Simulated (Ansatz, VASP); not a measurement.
## Nb in VASP and in Ansatz

```
CELL_PARAMETERS angstrom
0.00000 2.95309 2.95309
2.95309 0.00000 2.95309
2.95309 2.95309 0.00000
ATOMIC_POSITIONS crystal
Nb 0.12500 0.12500 0.12500
Nb 0.87500 0.87500 0.87500
```

Alike in both runs: task single point; functional LDA; k mesh 11 × 11 × 11; occupations fermi-dirac, width 0.1 eV; no spin polarisation.

|  | VASP | Ansatz |
| --- | --- | --- |
| version | VASP 6.6.1 | Ansatz 0.2.0 |
| potentials or method | VASP PAW LDA potentials, release 64 (Nb_sv), cutoff 520 eV | plane waves (420 eV) with PAW, scalar-relativistic |
| valence electrons in the cell | 26 | 26 |

```tsv
	VASP	Ansatz	Ansatz less VASP
pressure (GPa)	-5.2	-5.3	0.00
```

Ansatz warns that its potentials were made for another functional, while VASP's fit it. LDA's correlation is that of Perdew and Zunger in VASP and of Perdew and Wang (1992) in Ansatz.
